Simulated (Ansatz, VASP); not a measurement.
# Two plane-wave programs on ZnO

POSCAR

```
ZnO
1.0
    3.1701718310      0.0000000000      0.0000000000
   -1.5850859155      2.7454493400      0.0000000000
    0.0000000000      0.0000000000      5.3158875265
Zn O
2 2
Direct
    0.6666666667      0.3333333333      0.5055296292
    0.3333333333      0.6666666667      0.0055296292
    0.6666666667      0.3333333333      0.8747803708
    0.3333333333      0.6666666667      0.3747803708
```

File INCAR.step1:

```
SYSTEM = ZnO
PREC = Accurate ; ENCUT = 520
ISMEAR = 0 ; SIGMA = 0.02
LREAL = .FALSE. ; LASPH = .TRUE.
NELM = 100 ; NBANDS = 26
GGA = PE ; ALGO = Normal
EDIFF = 1E-4 ; LWAVE = .TRUE.
LCHARG = .FALSE.
```

INCAR.step2

```
SYSTEM = ZnO
PREC = Accurate ; ENCUT = 520
EDIFF = 1E-6 ; ISMEAR = 0
SIGMA = 0.02 ; LREAL = .FALSE.
LASPH = .TRUE. ; NELM = 100
ALGO = Normal ; ISIF = 2
LWAVE = .FALSE. ; LCHARG = .FALSE.
METAGGA = R2SCAN ; LMIXTAU = .TRUE.
NBANDS = 26 ; ISTART = 1
```

File KPOINTS:

```
regular mesh
0
G
  12 12 6
  0 0 0
```

Input for Ansatz:

```yaml
crystal:
  lattice:
    - [3.170171831, 0.0, 0.0]
    - [-1.5850859155, 2.74544934, 0.0]
    - [0.0, 0.0, 5.3158875265]
  atoms:
    - { symbol: Zn, position: [0.6666666667, 0.3333333333, 0.5055296292] }
    - { symbol: Zn, position: [0.3333333333, 0.6666666667, 0.0055296292] }
    - { symbol: O, position: [0.6666666667, 0.3333333333, 0.8747803708] }
    - { symbol: O, position: [0.3333333333, 0.6666666667, 0.3747803708] }
basis:
  ecutwfc: 500
kpoints:
  mp_grid: { grid: [12, 12, 6] }
  band_path: { path: [VBM, CBM], npoints: 2 }
hamiltonian:
  xc: r2scan
scf:
  occupations: { method: gaussian, width: 0.02 }
output:
  forces: true
  stress: true
  eigenvalues: true
checkpoint:
  read: start.run
  write: ck
  compress: false
  write_wavefunctions: false
  write_every: 100000
```

Alike in both runs: task single point; functional r2SCAN; k mesh 12 × 12 × 6; occupations gaussian, width 0.02 eV; no spin polarisation.

|  | VASP | Ansatz |
| --- | --- | --- |
| version | VASP 6.6.1 | Ansatz 0.2.0 |
| potentials or method | VASP PAW PBE potentials, release 64 (Zn, O), cutoff 520 eV | scalar-relativistic, plane waves, PAW |
| valence electrons in the cell | 36 | 36 |

VASP gave:

| Item | Value |
| --- | --- |
| gap on the k mesh at the Fermi level (eV) | 1.21 |
| least direct gap on the mesh (eV) | 1.21 |
| pressure (GPa) | 4.3 |
| traceless stress, the component that is largest in VASP (GPa) | -2.97 |

**Question.** Which values does Ansatz return?

**Answer.** gap on the k mesh at the Fermi level (eV): 1.21; least direct gap on the mesh (eV): 1.21; pressure (GPa): 3.1; traceless stress, the component that is largest in VASP (GPa): -3.07.

VASP's potentials were made for PBE, not for r2SCAN.
